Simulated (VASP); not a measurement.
Set up this calculation in VASP 6.6.1, as the native input.

- Task: single point
- Functional: PBE
- Potentials or basis: VASP PAW PBE potentials, release 64 (Be, S)
- Cutoff: 600 eV
- k mesh: 6 × 6 × 6
- Occupations: gaussian, width 0.1 eV
- Spin: no spin polarisation
- Dipole correction: no
- Further INCAR settings: ALGO = Normal; EDIFF = 1e-06; NBANDS = 11

The structure of BeS lies in POSCAR:

```
BeS
1.0
    0.0000000000      2.4170619807      2.4170619807
    2.4170619807      0.0000000000      2.4170619807
    2.4170619807      2.4170619807      0.0000000000
Be S
1 1
Direct
    0.0000000000      0.0000000000      0.0000000000
    0.5000000000      0.5000000000      0.5000000000
```

This cell differs from its parent crystal: Mg replaced by Be, lengths x 0.890, strained.

The input as run:

INCAR

```
PREC = Accurate
ENCUT = 600
EDIFF = 1E-6
ISMEAR = 0
SIGMA = 0.1
LREAL = F
LASPH = T
NELM = 120
ALGO = Normal
ISIF = 2
LWAVE = F
LCHARG = F
GGA = PE
NBANDS = 11
GGA_COMPAT = F
```

KPOINTS

```
regular mesh
0
Gamma
  6 6 6
```

Potentials or basis: VASP PAW PBE potentials, release 64 (Be, S).

The run is started by

```bash
$ cat potpaw_PBE.64/Be/POTCAR potpaw_PBE.64/S/POTCAR > POTCAR
$ mpirun -np 1 vasp_std > vasp.out
```

Results of the run:

```json
{
 "Pressure": "-10.8 GPa",
 "Band gap on the k mesh": "0.90 eV, indirect (least direct gap 3.57 eV)"
}
```

Caveat: the cell differs from its parent crystal (Mg replaced by Be, lengths x 0.890, strained).

It took 6.5 s on 1 thread of Intel(R) Xeon(R) Platinum 8488C (Sapphire Rapids) (shared host), peak memory 0.14 GiB.
